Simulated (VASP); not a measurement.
A run of VASP 6.6.1 is set up as follows.

File INCAR:

```
SYSTEM = TiAl2
PREC = Accurate
ENCUT = 520
EDIFF = 1E-6
ISMEAR = -1
SIGMA = 0.5
LREAL = .FALSE.
LASPH = .TRUE.
NELM = 100
ALGO = Fast
ISIF = 2
LWAVE = .FALSE.
LCHARG = .FALSE.
GGA = PS
NBANDS = 27
```

The input KPOINTS:

```
regular mesh
0
G
  10 10 10
  0 0 0
```

POSCAR

```
TiAl2
1.0
    1.9795500000     -6.0472000000      0.0000000000
    1.9795500000      6.0472000000      0.0000000000
    0.0000000000      0.0000000000      4.0315000000
Ti Al
2 4
Direct
    0.6490000000      0.3510000000      0.0000000000
    0.3510000000      0.6490000000      0.0000000000
    0.0000000000      0.0000000000      0.0000000000
    0.8240000000      0.1760000000      0.5000000000
    0.1760000000      0.8240000000      0.5000000000
    0.5000000000      0.5000000000      0.5000000000
```

Potentials or basis: VASP PAW PBE potentials, release 64 (Ti_sv, Al).

Run with:

```sh
$ cat potpaw_PBE.64/Ti_sv/POTCAR potpaw_PBE.64/Al/POTCAR > POTCAR
$ mpirun -np 1 vasp_std > vasp.out
```

(1) What does it give for the band gap on the k mesh?

(2) Predict the pressure.

## Answers

(1) zero (bands 18 and 19 overlap by 1.06 eV).

(2) 0.1 GPa.

Caveat: so wide a smearing shifts energies and pressures; the PAW data sets were made with another functional, which shifts forces and pressure a little.
